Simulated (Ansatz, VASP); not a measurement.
KBr: VASP beside Ansatz

INCAR

```
SYSTEM = KBr
PREC = Accurate
ENCUT = 520
EDIFF = 1E-7
ISMEAR = -1
SIGMA = 0.06
LREAL = .False.
LASPH = .True.
NELM = 100
ALGO = Normal
ISIF = 2
LWAVE = .False.
LCHARG = .False.
GGA = PE
NBANDS = 15
```

KPOINTS

```
Automatic mesh
0
Gamma
  4 4 4
  0 0 0
```

Contents of POSCAR:

```
KBr
1.0
    0.0000000000      3.3000000000      3.3000000000
    3.3000000000      0.0000000000      3.3000000000
    3.3000000000      3.3000000000      0.0000000000
Br K
1 1
Direct
    0.5000000000      0.5000000000      0.5000000000
    0.0000000000      0.0000000000      0.0000000000
```

input.yaml

```yaml
crystal:
  lattice:
    - [0.0, 3.3, 3.3]
    - [3.3, 0.0, 3.3]
    - [3.3, 3.3, 0.0]
  atoms:
    - { symbol: Br, position: [0.5, 0.5, 0.5] }
    - { symbol: K, position: [0.0, 0.0, 0.0] }
kpoints:
  mp_grid: { grid: [4, 4, 4] }
scf:
  occupations: { method: fermi_dirac, width: 0.06 }
hamiltonian:
  xc: pbe
  pseudopotentials: { kind: all_electron, lapw: { basis_error: 0.004 } }
output:
  forces: true
  stress: true
  eigenvalues: true
```

Alike in both runs: task single point; functional PBE; k mesh 4 × 4 × 4; occupations fermi-dirac, width 0.06 eV; no spin polarisation.

|  | VASP | Ansatz |
| --- | --- | --- |
| version | VASP 6.6.1 | Ansatz 0.2.0 |
| potentials or method | VASP PAW PBE potentials, release 64 (Br, K_sv), cutoff 520 eV | all-electron LAPW, scalar-relativistic |

```tsv
	VASP	Ansatz	Ansatz less VASP
gap on the k mesh at the Fermi level (eV)	4.43	4.43	+0.001
least direct gap on the mesh (eV)	4.43	4.43	+0.001
pressure (GPa)	0.8	0.7	-0.04
```

Ansatz ran all-electron here, and VASP with PAW potentials.
